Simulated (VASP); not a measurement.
## SiF: single point with PBEsol

Crystal: SiF.

```
Si F
1.0
     2.88902    0.00000    0.00000
     0.00000    2.88902    0.00000
     0.00000    0.00000    2.88902
Si F
1 1
Direct
  0.50000 0.50000 0.50000
  0.00000 0.00000 0.00000
```

- Program: VASP 6.6.1
- Task: single point
- Functional: PBEsol
- Potentials or basis: VASP PAW PBE potentials, release 64 (Si, F)
- Cutoff: 520 eV
- k mesh: 9 × 9 × 9
- Occupations: fermi-dirac, width 0.05 eV
- Spin: no spin polarisation
- Dipole correction: no
- Further INCAR settings: ALGO = Normal; EDIFF = 1e-06; NBANDS = 12

```json
{"Pressure": "9.8 GPa"}
```

Levels at points of the mesh, in eV from the Fermi level:
| k point | band 2 | band 3 | band 4 | band 5 | band 6 | band 7 | band 8 | band 9 |
| --- | --- | --- | --- | --- | --- | --- | --- | --- |
| (0.00, 0.00, 0.00) | -9.32 | -6.07 | -6.07 | -6.07 | 5.44 | 5.44 | 6.00 | 6.00 |

Run time: 7 s on 1 thread of Intel(R) Xeon(R) Platinum 8259CL CPU @ 2.50GHz (Skylake/Cascade Lake), on a shared host, peak memory 0.13 GiB.

Caveat: the PAW data sets were made with another functional, which shifts forces and pressure a little; an odd number of electrons without spin polarisation forces a metal; a magnetic or distorted state may lie lower.
